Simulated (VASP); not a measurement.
# Ca2SeO (R-3m) in VASP: a series of runs

The runs below take Ca2SeO through single point, relaxation of cell and atoms, with PBE, r2SCAN.

Program: VASP 6.6.1. These are calculated values, not measurements. Logs are shortened: lines on timing, memory, paths and dates and some standing lists are left out, and cuts for length are marked.

## (1) The cell of the first run

The structure is trigonal, space group R-3m (No. 166). The conventional cell has a = 3.787 Å, b = 3.787 Å, c = 19.034 Å, α = 90.00°, β = 90.00°, γ = 120.00°. Within 3.4 Å of O (site symmetry -3m) lie 6 Ca at 2.56 Å. Se (site symmetry -3m) has 6 Ca at 2.86 Å and 6 Se at 3.79 Å within 3.8 Å. Within 3.4 Å of Ca (site symmetry 3m) lie 3 O at 2.56 Å and 3 Se at 2.86 Å.

## (2) Single point, PBE

INCAR

```
SYSTEM = Ca2SeO
PREC = Accurate
ENCUT = 520
EDIFF = 1E-6
ISMEAR = -1
SIGMA = 0.02
LREAL = .FALSE.
LASPH = .TRUE.
NELM = 100
ALGO = Normal
ISIF = 2
LWAVE = .FALSE.
LCHARG = .FALSE.
GGA = PE
NBANDS = 24
```

KPOINTS

```
regular mesh
0
G
  8 8 8
  0 0 0
```

POSCAR

```
Ca2SeO
1.0
    1.8935564370      1.0932453186      6.3446338286
   -1.8935564370      1.0932453186      6.3446338286
    0.0000000000     -2.1864906372      6.3446338286
O Se Ca
1 1 2
Direct
    1.0000000000      0.0000000000      0.0000000000
    0.5000000000      0.5000000000      0.5000000000
    0.2637064705      0.2637064705      0.2637064705
    0.7362935295      0.7362935295      0.7362935295
```

Potentials or basis: VASP PAW PBE potentials, release 64 (O, Se, Ca_sv).

Run with:

```
> cat potpaw_PBE.64/O/POTCAR potpaw_PBE.64/Se/POTCAR potpaw_PBE.64/Ca_sv/POTCAR > POTCAR
> mpirun -np 1 vasp_std > vasp.out
```

OUTCAR:

```text
SYSTEM = Ca2SeO
   PREC = Accurate
   ENCUT = 520
   EDIFF = 1E-6
   ISMEAR = -1
   LREAL = .FALSE.
   LASPH = .TRUE.
   NELM = 100
   ISIF = 2
   GGA = PE

 ion  position               nearest neighbor table
   1  0.000  0.000  0.000-   4 2.56   3 2.56   4 2.56   4 2.56   3 2.56   3 2.56
   2  0.500  0.500  0.500-   3 2.86   4 2.86   3 2.86   3 2.86   4 2.86   4 2.86
   3  0.264  0.264  0.264-   1 2.56   1 2.56   1 2.56   2 2.86   2 2.86   2 2.86
   4  0.736  0.736  0.736-   1 2.56   1 2.56   1 2.56   2 2.86   2 2.86   2 2.86

  LATTYP: Found a trigonal (rhomboedric) cell.
 ALAT       =     6.7108210918
 COS(alpha) =     0.8407662286

  Lattice vectors:

 A1 = (   1.8935564370,   1.0932453186,   6.3446338286)
 A2 = (  -1.8935564370,   1.0932453186,   6.3446338286)
 A3 = (   0.0000000000,  -2.1864906372,   6.3446338286)

Analysis of symmetry for initial positions (statically):
=====================================================================
 Subroutine PRICEL returns:
 Original cell was already a primitive cell.

 Routine SETGRP: Setting up the symmetry group for a
 trigonal (rhombohedral) supercell.

 Subroutine GETGRP returns: Found 12 space group operations
 (whereof 12 operations were pure point group operations)
 out of a pool of 12 trial point group operations.

The static configuration has the point symmetry D_3d.

Analysis of symmetry for dynamics (positions and initial velocities):
=====================================================================
 Subroutine PRICEL returns:
 Original cell was already a primitive cell.

 Routine SETGRP: Setting up the symmetry group for a
 trigonal (rhombohedral) supercell.

 Subroutine GETGRP returns: Found 12 space group operations
 (whereof 12 operations were pure point group operations)
 out of a pool of 12 trial point group operations.

The dynamic configuration has the point symmetry D_3d.

 Subroutine INISYM returns: Found 12 space group operations
 (whereof 12 operations are pure point group operations),
 and found     1 'primitive' translations

----------------------------------------------------------------------------------------

                                     Primitive cell

  volume of cell :      78.8050

  direct lattice vectors                    reciprocal lattice vectors
     1.893556437  1.093245319  6.344633829     0.264053392  0.152451297  0.052537836
    -1.893556437  1.093245319  6.344633829    -0.264053392  0.152451297  0.052537836
     0.000000000 -2.186490637  6.344633829     0.000000000 -0.304902594  0.052537836

  length of vectors
     6.710821092  6.710821092  6.710821092     0.309395889  0.309395889  0.309395889

  position of ions in fractional coordinates (direct lattice)
     0.000000000  0.000000000  0.000000000
     0.500000000  0.500000000  0.500000000
     0.263706470  0.263706470  0.263706470
     0.736293530  0.736293530  0.736293530

  ion indices of the primitive-cell ions
   primitive index   ion index
                 1           1
                 2           2
                 3           3
                 4           4

----------------------------------------------------------------------------------------

 KPOINTS: regular mesh

Automatic generation of k-mesh.
 Grid dimensions read from file:
 generate k-points for:    8    8    8

 Generating k-lattice:

  Cartesian coordinates                     Fractional coordinates (reciprocal lattice)
     0.033006674  0.019056412  0.006567230     0.125000000 -0.000000000  0.000000000
    -0.033006674  0.019056412  0.006567230    -0.000000000  0.125000000  0.000000000
     0.000000000 -0.038112824  0.006567230     0.000000000  0.000000000  0.125000000

  Length of vectors
     0.038674486  0.038674486  0.038674486

  Shift w.r.t. Gamma in fractional coordinates (k-lattice)
     0.000000000  0.000000000  0.000000000

 Subroutine IBZKPT returns following result:
 ===========================================

 Found     65 irreducible k-points:

 Following reciprocal coordinates:
            Coordinates               Weight
  0.000000  0.000000  0.000000      1.000000
  0.125000  0.000000  0.000000      6.000000
  0.250000  0.000000  0.000000      6.000000
  0.375000  0.000000  0.000000      6.000000
  0.500000  0.000000  0.000000      3.000000
  0.125000  0.125000  0.000000      6.000000
[... 16 lines left out ...]
  0.250000  0.125000  0.125000      6.000000
  0.375000  0.125000  0.125000      6.000000
 [... further k-points ...]
   k-points           NKPTS =     65   k-points in BZ     NKDIM =     65   number of bands    NBANDS=     24
   number of dos      NEDOS =    301   number of ions     NIONS =      4
   total plane-waves  NPLWV = 125000
   dimension x,y,z NGX =    50 NGY =   50 NGZ =   50
   dimension x,y,z NGXF=   100 NGYF=  100 NGZF=  100
   ions per type =               1   1   2
   NGX,Y,Z   is equivalent  to a cutoff of  12.39, 12.39, 12.39 a.u.
[... 56 lines left out ...]
 cond. band min:       5.0894593079   @ k =   0.5000   0.5000   0.0000
 fundamental gap:      1.7187375228
 Fermi energy:         3.8992266523

 k-point     1 :       0.0000    0.0000    0.0000
  band No.  band energies     occupation
      1     -36.5685      2.00000
      2     -36.5258      2.00000
      3     -17.8797      2.00000
      4     -17.5238      2.00000
      5     -17.5238      2.00000
      6     -17.5000      2.00000
[... 16 lines left out ...]
     23       8.0829      0.00000
     24       9.0693      0.00000

 k-point     2 :       0.1250    0.0000    0.0000
  band No.  band energies     occupation
      1     -36.5645      2.00000
      2     -36.5249      2.00000
      3     -17.8599      2.00000
      4     -17.5656      2.00000
      5     -17.5332      2.00000
      6     -17.5193      2.00000
[... 16 lines left out ...]
     23       8.5026      0.00000
     24       8.7778      0.00000

 k-point     3 :       0.2500    0.0000    0.0000
  band No.  band energies     occupation
      1     -36.5543      2.00000
      2     -36.5231      2.00000
      3     -17.8201      2.00000
      4     -17.6466      2.00000
      5     -17.5871      2.00000
      6     -17.5547      2.00000
[... 16 lines left out ...]
     23       8.8044      0.00000
     24       9.2109      0.00000

 k-point     4 :       0.3750    0.0000    0.0000
  band No.  band energies     occupation
      1     -36.5425      2.00000
      2     -36.5230      2.00000
      3     -17.8207      2.00000
      4     -17.7035      2.00000
      5     -17.6150      2.00000
      6     -17.5749      2.00000
[... 16 lines left out ...]
     23       9.0508      0.00000
     24       9.5875      0.00000

 k-point     5 :       0.5000    0.0000    0.0000
  band No.  band energies     occupation
      1     -36.5361      2.00000
      2     -36.5244      2.00000
      3     -17.8408      2.00000
      4     -17.7207      2.00000
      5     -17.5986      2.00000
      6     -17.5830      2.00000
[... 16 lines left out ...]
     23       9.5242      0.00000
     24       9.6176      0.00000

 k-point     6 :       0.1250    0.1250    0.0000
  band No.  band energies     occupation
      1     -36.5644      2.00000
      2     -36.5250      2.00000
      3     -17.8577      2.00000
      4     -17.5695      2.00000
      5     -17.5346      2.00000
      6     -17.5167      2.00000
[... 16 lines left out ...]
     23       8.3978      0.00000
     24       8.7469      0.00000
[... 379 lines left out ...]
 k-point    21 :       0.5000    0.5000    0.0000
  band No.  band energies     occupation
      1     -36.5370      2.00000
      2     -36.5234      2.00000
      3     -17.8725      2.00000
      4     -17.7418      2.00000
      5     -17.5922      2.00000
      6     -17.5707      2.00000
[... 16 lines left out ...]
     23       8.9558      0.00000
     24       9.4425      0.00000

 k-point    22 :       0.1250    0.1250    0.1250
  band No.  band energies     occupation
      1     -36.5681      2.00000
      2     -36.5262      2.00000
      3     -17.8719      2.00000
      4     -17.5236      2.00000
      5     -17.5236      2.00000
      6     -17.5093      2.00000
[... 16 lines left out ...]
     23       8.1614      0.00000
     24       8.9801      0.00000

 k-point    23 :       0.2500    0.1250    0.1250
  band No.  band energies     occupation
      1     -36.5639      2.00000
      2     -36.5255      2.00000
      3     -17.8496      2.00000
      4     -17.5694      2.00000
      5     -17.5322      2.00000
      6     -17.5240      2.00000
[... 16 lines left out ...]
     23       8.6439      0.00000
     24       8.8264      0.00000

 k-point    24 :       0.3750    0.1250    0.1250
  band No.  band energies     occupation
      1     -36.5536      2.00000
      2     -36.5238      2.00000
      3     -17.8160      2.00000
      4     -17.6459      2.00000
      5     -17.5864      2.00000
      6     -17.5541      2.00000
[... 16 lines left out ...]
     23       8.5939      0.00000
     24       9.0804      0.00000

 [... further k-points ...]
[... 5 lines left out ...]
  --------------------------------------------------------------------------------------
  -------------------------------------------------------------------------------------
  Total        0.1227063      0.1227063      0.1323711      0.0000000      0.0000000      0.0000000
  in kB        2.4947318      2.4947318      2.6912253      0.0000000      0.0000000      0.0000000
  external PRESSURE =       2.5602297 kB  Pullay stress =       0.0000000 kB

 VOLUME and BASIS-vectors are now :
 -----------------------------------------------------------------------------
  energy-cutoff  :      520.00
  volume of cell :       78.80
      direct lattice vectors                 reciprocal lattice vectors
     1.893556437  1.093245319  6.344633829     0.264053392  0.152451297  0.052537836
    -1.893556437  1.093245319  6.344633829    -0.264053392  0.152451297  0.052537836
     0.000000000 -2.186490637  6.344633829     0.000000000 -0.304902594  0.052537836

 POSITION                                       TOTAL-FORCE (eV/Angst)
 -----------------------------------------------------------------------------------
      0.00000      0.00000      0.00000        -0.000000      0.000000      0.000000
      0.00000      0.00000      9.51695         0.000000      0.000000      0.000000
      0.00000      0.00000      5.01936        -0.000000      0.000000      0.003119
      0.00000      0.00000     14.01454        -0.000000     -0.000000     -0.003119
 -----------------------------------------------------------------------------------
    total drift:                               -0.000000      0.000000     -0.000000

  FREE ENERGIE OF THE ION-ELECTRON SYSTEM (eV)
  ---------------------------------------------------
  free  energy   TOTEN  =       -21.5039702926 eV

  energy  without entropy=      -21.5039702926  energy(sigma->0) =      -21.50397029
```

Run time: 4.8 min. Hardware: 1 thread of Intel Xeon Platinum 8259CL at 2.50GHz (Skylake/Cascade Lake), shared host; peak memory 0.42 GiB.

Results:

| Property | Result |
| --- | --- |
| Free energy | -21.5040 eV |
| Pressure | 0.3 GPa |
| Largest force | 0.003 eV/Å |
| Band gap on the k mesh | 1.72 eV, indirect (least direct gap 2.14 eV) |

Forces in eV/Å, atoms in the order of the input:
```
O    0.000  0.000  0.000
Se   0.000  0.000  0.000
Ca   0.000  0.000  0.003
Ca   0.000  0.000 -0.003
```

Levels at points of the mesh, in eV from the valence-band top:
| k point | band 13 | band 14 | band 15 | band 16 | band 17 | band 18 | band 19 | band 20 |
| --- | --- | --- | --- | --- | --- | --- | --- | --- |
| (0.00, 0.00, 0.00) | -2.52 | -1.15 | 0.00 | 0.00 | 2.14 | 3.75 | 3.75 | 3.90 |
| (0.50, 0.00, 0.00) | -2.48 | -2.41 | -2.16 | -0.90 | 2.88 | 3.26 | 4.56 | 5.21 |
| (0.50, 0.50, 0.00) | -2.51 | -2.18 | -1.69 | -0.86 | 1.72 | 4.60 | 4.82 | 5.33 |
| (0.50, 0.50, 0.50) | -2.44 | -2.44 | -0.21 | -0.21 | 3.17 | 3.79 | 4.26 | 4.26 |

## (3) Relaxation of cell and atoms, PBE

This run uses another cell than the first one, of 19.38 Å³/atom, 0.984 times its volume.

INCAR

```
  PREC = Accurate
  ENCUT = 600
  EDIFF = 1E-7
  ISMEAR = -1
  SIGMA = 0.02
  LREAL = F
  LASPH = T
  NELM = 100
  ALGO = Normal
  ISIF = 3
  LWAVE = F
  LCHARG = F
  GGA = PE
  IBRION = 2
  NSW = 80
  EDIFFG = -0.005
```

KPOINTS

```
Automatic mesh
0
Gamma
  8 8 8
```

POSCAR

```
Ca2SeO
1.0
    1.8994171541      1.0966290053      6.2034704485
   -1.8994171541      1.0966290053      6.2034704485
    0.0000000000     -2.1932580105      6.2034704485
O Se Ca
1 1 2
Direct
    1.0000000000      0.0000000000      0.0000000000
    0.5000000000      0.5000000000      0.5000000000
    0.2500000000      0.2500000000      0.2500000000
    0.7500000000      0.7500000000      0.7500000000
```

Potentials or basis: VASP PAW PBE potentials, release 64 (O, Se, Ca_sv).

Run with:

```
> cat potpaw_PBE.64/O/POTCAR potpaw_PBE.64/Se/POTCAR potpaw_PBE.64/Ca_sv/POTCAR > POTCAR
> mpirun -np 1 vasp_std > vasp.out
```

Wall time 46 min (1 thread of Intel Xeon Platinum 8259CL at 2.50GHz (Skylake/Cascade Lake), shared host); peak memory 0.53 GiB.

The run converged. Its results:

| Quantity | Value |
| --- | --- |
| Free energy | -21.5053 eV |
| Relaxed volume | 19.77 Å³/atom |
| Relaxed cell | a = 6.720 Å, b = 6.720 Å, c = 6.720 Å, α = 32.77°, β = 32.77°, γ = 32.77° |
| Space group after relaxing (to 0.05 Å) | R-3m (No. 166) |
| Energy gained by relaxing | 231.6 meV/atom |
| Ionic steps | 13 |
| Pressure after relaxing | 0.0 GPa |
| Band gap on the k mesh | 1.73 eV, indirect (least direct gap 2.12 eV) |

Forces on the atoms (eV/Å):
```
O    0.000  0.000  0.000
Se   0.000  0.000  0.000
Ca   0.000  0.000  0.002
Ca   0.000  0.000 -0.002
```

The path:
```
step  energy change (eV)  largest force (eV/Å)  pressure (GPa)  volume (Å³)
   1              0.0000                3.5327            6.35        77.53
   2             -0.7382                0.7808           -4.13        86.48
   3             -0.7384                0.7551           -4.21        86.59
   4             -0.9088                0.2099           -1.40        81.13
   5             -0.9243                0.0345           -0.04        79.14
   6             -0.9242                0.0534            0.07        78.99
   7             -0.9259                0.0392            0.07        79.00
   8             -0.9263                0.0315            0.07        79.00
   9             -0.9259                0.0154            0.07        79.00
  10             -0.9263                0.0273            0.07        79.00
  11             -0.9264                0.0089           -0.02        79.12
  12             -0.9264                0.0064           -0.03        79.14
  13             -0.9264                0.0024            0.01        79.09
```

Final structure:
```
O Se Ca
1.0
     1.89577    1.09452    6.35293
    -1.89577    1.09452    6.35293
     0.00000   -2.18905    6.35293
O Se Ca
1 1 2
Direct
  0.00000 0.00000 0.00000
  0.50000 0.50000 0.50000
  0.26368 0.26368 0.26368
  0.73632 0.73632 0.73632
```

Levels at points of the mesh, in eV from the valence-band top:
```csv
k point,band 12,band 13,band 14,band 15,band 16,band 17,band 18,band 19,band 20
"(0.00, 0.00, 0.00)",-2.50,-2.50,-1.14,0.00,0.00,2.12,3.75,3.75,3.90
"(0.50, 0.00, 0.00)",-3.23,-2.47,-2.40,-2.15,-0.90,2.88,3.26,4.55,5.21
"(0.50, 0.50, 0.00)",-2.98,-2.49,-2.17,-1.68,-0.86,1.73,4.59,4.81,5.39
"(0.50, 0.50, 0.50)",-2.77,-2.43,-2.43,-0.21,-0.21,3.17,3.78,4.26,4.26
```

## (4) Single point, r2SCAN

This run uses another cell than the first one, of 19.35 Å³/atom, 0.982 times its volume.

POSCAR

```
Ca2SeO
1.0
    1.8846278419      1.0880903919      6.2920270394
   -1.8846278419      1.0880903919      6.2920270394
    0.0000000000     -2.1761807837      6.2920270394
O Se Ca
1 1 2
Direct
    1.0000000000      0.0000000000      0.0000000000
    0.5000000000      0.5000000000      0.5000000000
    0.2639739701      0.2639739701      0.2639739701
    0.7360260299      0.7360260299      0.7360260299
```

INCAR.step1

```
PREC = Accurate
ENCUT = 520
ISMEAR = -1
SIGMA = 0.02
LREAL = F
LASPH = T
NELM = 100
NBANDS = 24
GGA = PE
ALGO = Normal
EDIFF = 1E-4
LWAVE = T
LCHARG = F
```

INCAR.step2

```
PREC = Accurate
ENCUT = 520
EDIFF = 1E-6
ISMEAR = -1
SIGMA = 0.02
LREAL = F
LASPH = T
NELM = 100
ALGO = Normal
ISIF = 2
LWAVE = F
LCHARG = F
METAGGA = R2SCAN
LMIXTAU = T
NBANDS = 24
ISTART = 1
```

KPOINTS

```
regular mesh
0
Gamma
  8 8 8
```

Run with:

```
> cat potpaw_PBE.64/O/POTCAR potpaw_PBE.64/Se/POTCAR potpaw_PBE.64/Ca_sv/POTCAR > POTCAR
> cp INCAR.step1 INCAR
> mpirun -np 1 vasp_std > vasp.out
> cp INCAR.step2 INCAR
> mpirun -np 1 vasp_std > vasp.out
```

Run time: 19 min. Hardware: 1 thread of Intel Xeon Platinum 8259CL at 2.50GHz (Skylake/Cascade Lake), shared host; peak memory 0.46 GiB.

It converged, with:

```
Free energy            : -44.5642 eV
Pressure               : 0.5 GPa
Band gap on the k mesh : 2.10 eV, indirect (least direct gap 2.77 eV)
```

Levels at points of the mesh, in eV from the valence-band top:
```tsv
k point	band 12	band 13	band 14	band 15	band 16	band 17	band 18	band 19	band 20	band 21
(0.00, 0.00, 0.00)	-2.71	-2.71	-1.24	0.00	0.00	2.77	4.21	4.21	4.46	5.21
(0.50, 0.00, 0.00)	-3.34	-2.67	-2.57	-2.24	-0.93	3.33	3.72	5.13	5.77	6.29
(0.50, 0.50, 0.00)	-3.12	-2.69	-2.31	-1.78	-0.89	2.10	5.21	5.38	5.98	5.99
(0.50, 0.50, 0.50)	-2.92	-2.64	-2.64	-0.21	-0.21	3.60	4.39	4.76	4.76	5.42
```

Caveat: the PAW data sets were made with another functional, which shifts forces and pressure a little. A k mesh can miss the band edges.

## (5) Single point, PBE

This run uses another cell than the first one, of 19.35 Å³/atom, 0.982 times its volume.

INCAR

```
SYSTEM = Ca2SeO
PREC = Accurate
ENCUT = 520
EDIFF = 1E-6
ISMEAR = -1
SIGMA = 0.02
LREAL = .False.
LASPH = .True.
NELM = 100
ALGO = Normal
ISIF = 2
LWAVE = .False.
LCHARG = .True.
GGA = PE
LELF = .True.
LVHAR = .True.
NBANDS = 24
```

KPOINTS

```
regular mesh
0
Gamma
  8 8 8
  0 0 0
```

POSCAR is that of step 4.

Run with:

```
> cat potpaw_PBE.64/O/POTCAR potpaw_PBE.64/Se/POTCAR potpaw_PBE.64/Ca_sv/POTCAR > POTCAR
> mpirun -np 1 vasp_std > vasp.out
```

Run time: 4.5 min. Hardware: 1 thread of Intel Xeon Platinum 8259CL at 2.50GHz (Skylake/Cascade Lake), shared host; peak memory 0.42 GiB.

Results (log left out):

```yaml
Free_energy: -21.4954 eV
Pressure: 1.5 GPa
Largest_force: 0.022 eV/Å
Band_gap_on_the_k_mesh: 1.68 eV, indirect (least direct gap 2.21 eV)
```

Forces in eV/Å, atoms in the order of the input:
```
O    0.000  0.000  0.000
Se   0.000  0.000  0.000
Ca   0.000  0.000 -0.022
Ca   0.000  0.000  0.022
```

Stress tensor (GPa, compression positive):
```
1.36 0.00 0.00
0.00 1.36 0.00
0.00 0.00 1.72
```

Levels at points of the mesh, in eV from the valence-band top:
| k point | band 14 | band 15 | band 16 | band 17 | band 18 | band 19 |
| --- | --- | --- | --- | --- | --- | --- |
| (0.00, 0.00, 0.00) | -1.16 | 0.00 | 0.00 | 2.21 | 3.73 | 3.73 |
| (0.50, 0.00, 0.00) | -2.47 | -2.19 | -0.92 | 2.86 | 3.27 | 4.58 |
| (0.50, 0.50, 0.00) | -2.23 | -1.71 | -0.88 | 1.68 | 4.65 | 4.86 |
| (0.50, 0.50, 0.50) | -2.53 | -0.22 | -0.22 | 3.16 | 3.87 | 4.25 |

## (6) Summary

```csv
task,level,cell,cutoff (eV),gap on the mesh (eV),pressure (GPa)
single point,PBE,"a = 6.711 Å, angles 32.8°, 4 atoms",520,1.72,0.3
relaxation of cell and atoms,PBE,"relaxed from a = 6.580 Å, angles 33.6°, 4 atoms",600,1.73,0.0
single point,r2SCAN,"a = 6.658 Å, angles 32.9°, 4 atoms",520,2.10,0.5
single point,PBE,"a = 6.658 Å, angles 32.9°, 4 atoms",520,1.68,1.5
```

Alike in all rows: potentials or basis VASP PAW PBE potentials, release 64 (O, Se, Ca_sv); no spin polarisation; k mesh 8 × 8 × 8; smearing fermi-dirac 0.02 eV.

Caveats: the PAW data sets were made with another functional, which shifts forces and pressure a little (some runs).

Absolute energies hang on the potentials; compare differences alone.
